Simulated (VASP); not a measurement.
Write the native input for VASP 6.6.1 that does the following.

```
Task                   : relaxation of cell and atoms
Functional             : PBEsol
Potentials or basis    : VASP PAW PBE potentials, release 64 (Hf_pv, Pb_d, N)
Cutoff                 : 600 eV
k mesh                 : 4 × 4 × 6
Occupations            : fermi-dirac, width 0.03 eV
Spin                   : no spin polarisation
Dipole correction      : no
Further INCAR settings : ALGO = Normal; EDIFF = 1e-06; IBRION = 2; EDIFFG = -0.01; NSW = 100; ISIF = 3
```

The structure of Hf2PbN4 lies in POSCAR:

```
Hf2PbN4
1.0
    5.4943020700      0.0000000000      0.0000000000
    0.0000000000      5.4943020700      0.0000000000
    0.0000000000      0.0000000000      3.1889608100
Hf Pb N
2 1 4
Direct
    0.5000000000      0.0000000000      0.5000000000
    0.0000000000      0.5000000000      0.5000000000
    0.0000000000      0.0000000000      0.0000000000
    0.2322243700      0.7677756300      0.0000000000
    0.2322243700      0.2322243700      0.0000000000
    0.7677756300      0.7677756300      0.0000000000
    0.7677756300      0.2322243700      0.0000000000
```

These files were run (other wordings do the same):

INCAR

```
PREC     = Accurate       # precision mode
ENCUT    = 600            # plane-wave cutoff, eV
EDIFF    = 1E-6           # SCF threshold, eV
ISMEAR   = -1             # smearing method
SIGMA    = 0.03           # smearing width, eV
LREAL    = False          # projectors in reciprocal space
LASPH    = True           # aspherical terms in the spheres
NELM     = 60             # most SCF steps
ALGO     = Normal         # electronic algorithm
ISIF     = 3              # what is computed and relaxed
LWAVE    = False          # write WAVECAR
LCHARG   = False          # write CHGCAR
GGA      = PS             # functional
IBRION   = 2              # ionic algorithm
NSW      = 100            # ionic steps
EDIFFG   = -0.01          # ionic threshold
```

KPOINTS

```
regular mesh
0
Gamma
  4 4 6
```

Potentials or basis: VASP PAW PBE potentials, release 64 (Hf_pv, Pb_d, N).

The run is started by

```sh
$ cat potpaw_PBE.64/Hf_pv/POTCAR potpaw_PBE.64/Pb_d/POTCAR potpaw_PBE.64/N/POTCAR > POTCAR
$ mpirun -np 1 vasp_std > vasp.out
```

Results of the run:

```yaml
Relaxed_volume: 12.58 Å³/atom
Relaxed_cell: a = 5.435 Å, b = 5.435 Å, c = 2.981 Å, α = 90.00°, β = 90.00°, γ = 90.00°
Space_group_after_relaxing_to_0.05_Å: P4/mmm (No. 123)
Energy_gained_by_relaxing: 811.1 meV/atom
Ionic_steps: 14
Pressure_after_relaxing: 0.0 GPa
Largest_force_after_relaxing: 0.009 eV/Å
Band_gap_on_the_k_mesh: zero (band 27 reaches 7.30 eV, above the bottom of band 28 at 6.60 eV)
```

Caveat: the PAW data sets were made with another functional, which shifts forces and pressure a little; spin-orbit coupling is left out, which moves the levels of the heavy elements.

It took 22 min on 1 thread of AMD EPYC 7R43 64-Core Processor (Zen 3) (shared host), peak memory 0.27 GiB.
